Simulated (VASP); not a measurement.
The system is Nb.

```xyz
1
Lattice="0.0000 2.1150 2.1150 2.1150 0.0000 2.1150 2.1150 2.1150 0.0000" Properties=species:S:1:pos:R:3 pbc="T T T"
Nb    0.0000    0.0000    0.0000
```

This isn't the form of Nb at room conditions, which is bcc.

| Property | Result |
| --- | --- |
| Program | VASP 6.6.1 |
| Task | relaxation of cell and atoms |
| Functional | HF |
| Potentials or basis | VASP PAW PBE potentials, release 64 (Nb_sv) |
| Cutoff | 600 eV |
| k mesh | 6 × 6 × 6 |
| Occupations | fermi-dirac, width 0.05 eV |
| Spin | no spin polarisation |

At the start: pressure 4.6 GPa; volume 18.92 Å³/atom.

Question: How do energy, volume and symmetry change on relaxing?

Answer: Over 4 steps the energy falls by 6.0 meV/atom and the volume is 19.35 Å³/atom (+2.2 %); space group Fm-3m (No. 225, to 0.1 Å) before and after.

Step by step:
```csv
step,energy change (eV),largest force (eV/Å),pressure (GPa),volume (Å³)
1,0.0000,0.0000,4.59,18.92
2,0.0292,0.0000,-9.84,20.45
3,-0.0060,0.0000,-0.11,19.36
4,-0.0060,0.0000,0.02,19.35
```

Final structure:
```xyz
1
Lattice="0.0000 2.1307 2.1307 2.1307 0.0000 2.1307 2.1307 2.1307 0.0000" Properties=species:S:1:pos:R:3 pbc="T T T"
Nb    0.0000    0.0000    0.0000
```

Caveat: the k points lie up to 0.43 Å⁻¹ apart in the final cell, too coarse for converged energies and pressures of a metal; the PAW data sets were made with another functional, which shifts forces and pressure a little.
